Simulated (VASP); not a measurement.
FeNi2I6: single point with PBEsol

FeNi2I6:

```
CELL_PARAMETERS angstrom
10.17075 0.00000 0.00000
-5.08538 8.80813 0.00000
0.00000 0.00000 4.31487
ATOMIC_POSITIONS crystal
I 0.25310 0.00000 0.50000
I 0.74690 0.74690 0.50000
I 0.00000 0.25310 0.50000
I 0.60350 0.00000 0.00000
I 0.39650 0.39650 0.00000
I 0.00000 0.60350 0.00000
Ni 0.33330 0.66670 0.50000
Ni 0.66670 0.33330 0.50000
Fe 0.00000 0.00000 0.00000
```

```yaml
Program: VASP 6.6.1
Task: single point
Functional: PBEsol
Potentials_or_basis: VASP PAW PBE potentials, release 64 (I, Ni, Fe)
Cutoff: 520 eV
k_mesh: 4 × 4 × 8
Occupations: fermi-dirac, width 0.1 eV
Spin: no spin polarisation
```

The pressure is -6.8 GPa. The largest force is 0.996 eV/Å and the band gap on the k mesh is zero (bands 35 and 36 overlap by 0.07 eV).

Forces in eV/Å, atoms in the order of the input:
```
I   -0.995  0.000  0.000
I    0.498  0.862  0.000
I    0.497 -0.862  0.000
I   -0.388  0.000  0.000
I    0.194  0.336  0.000
I    0.195 -0.336  0.000
Ni  -0.001  0.000  0.000
Ni   0.001 -0.001  0.000
Fe   0.000  0.000  0.000
```

Stress tensor (GPa, compression positive):
```
-7.09  0.00  0.00
 0.00 -7.09  0.00
 0.00  0.00 -6.13
```

Levels at points of the mesh, in eV from the Fermi level:
| k point | band 32 | band 33 | band 34 | band 35 | band 36 | band 37 | band 38 | band 39 | band 40 | band 41 |
| --- | --- | --- | --- | --- | --- | --- | --- | --- | --- | --- |
| (0.00, 0.00, 0.00) | -0.13 | -0.07 | -0.07 | -0.04 | -0.03 | -0.03 | 0.10 | 0.10 | 0.36 | 1.87 |
| (0.50, 0.00, 0.00) | -0.17 | -0.08 | -0.06 | -0.01 | 0.00 | 0.02 | 0.13 | 0.17 | 1.31 | 1.48 |
| (0.50, 0.50, 0.00) | -0.17 | -0.08 | -0.06 | -0.01 | 0.01 | 0.02 | 0.13 | 0.17 | 1.31 | 1.48 |
| (0.00, 0.00, 0.50) | -0.17 | -0.15 | -0.09 | -0.09 | 0.11 | 0.11 | 0.20 | 0.20 | 1.28 | 1.92 |
| (0.50, 0.00, 0.50) | -0.21 | -0.18 | -0.15 | -0.09 | -0.07 | -0.01 | 0.12 | 0.14 | 1.24 | 1.61 |
| (0.50, 0.50, 0.50) | -0.21 | -0.18 | -0.15 | -0.09 | -0.07 | -0.01 | 0.12 | 0.14 | 1.24 | 1.61 |

Wall time 27 min on 1 thread of Intel(R) Xeon(R) Platinum 8259CL CPU @ 2.50GHz (Skylake/Cascade Lake), on a shared host, peak memory 0.84 GiB.

Caveat: the cell stands under tension; the PAW data sets were made with another functional, which shifts forces and pressure a little; spin-orbit coupling is left out, which moves the levels of the heavy elements; the run has no spin polarisation, though such a crystal can be magnetic; semilocal functionals often make such compounds metallic where correlation or magnetic order opens a gap, which also shifts bond lengths. Spin polarisation is off, so any magnetic state and its effect on volume and gap are missing.
